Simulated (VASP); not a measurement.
## C: single point with r2SCAN

C:

```
CELL_PARAMETERS angstrom
1.76234 1.76234 0.00000
-1.76234 1.76234 0.00000
0.00000 1.76234 1.78403
ATOMIC_POSITIONS crystal
C 0.50000 0.50000 0.00000
C 0.75000 0.25000 0.50000
```

This cell differs from its parent crystal: in-plane strain -0.01, then relaxed in part.

| Property | Result |
| --- | --- |
| Program | VASP 6.6.1 |
| Task | single point |
| Functional | r2SCAN |
| Potentials or basis | VASP PAW PBE potentials, release 64 (C_h) |
| Cutoff | 1430 eV |
| k mesh | 12 × 12 × 12 |
| Occupations | gaussian, width 0.01 eV |
| Spin | no spin polarisation |
| Dipole correction | no |
| Further INCAR settings | ALGO = Normal; EDIFF = 1e-06; NBANDS = 11 |

The pressure is 7.7 GPa and the band gap on the k mesh is 4.26 eV (least direct gap 5.83 eV).

Stress tensor (GPa, compression positive):
```
11.89  0.00  0.00
 0.00 11.89  0.00
 0.00  0.00 -0.68
```

Levels at points of the mesh, in eV from the valence-band top:
| k point | band 1 | band 2 | band 3 | band 4 | band 5 | band 6 | band 7 | band 8 | band 9 |
| --- | --- | --- | --- | --- | --- | --- | --- | --- | --- |
| (0.00, 0.00, 0.00) | -23.06 | -0.20 | 0.00 | 0.00 | 5.83 | 5.83 | 5.99 | 14.35 | 20.66 |
| (0.50, 0.00, 0.00) | -16.98 | -14.35 | -3.21 | -2.98 | 8.80 | 9.00 | 9.51 | 16.89 | 23.49 |
| (0.50, 0.50, 0.00) | -13.74 | -13.74 | -6.92 | -6.92 | 4.91 | 4.91 | 18.24 | 18.24 | 25.08 |
| (0.00, 0.00, 0.50) | -13.93 | -13.93 | -6.73 | -6.73 | 5.22 | 5.22 | 18.18 | 18.18 | 24.90 |

It took 72 s on 1 thread of Intel(R) Xeon(R) 6975P-C (Granite Rapids), on a shared host, peak memory 0.22 GiB.

Caveat: the cell differs from its parent crystal (in-plane strain -0.01, then relaxed in part); the stress differs along the axes, from -1 to 12 GPa; the PAW data sets were made with another functional, which shifts forces and pressure a little. A k mesh can miss the band edges.
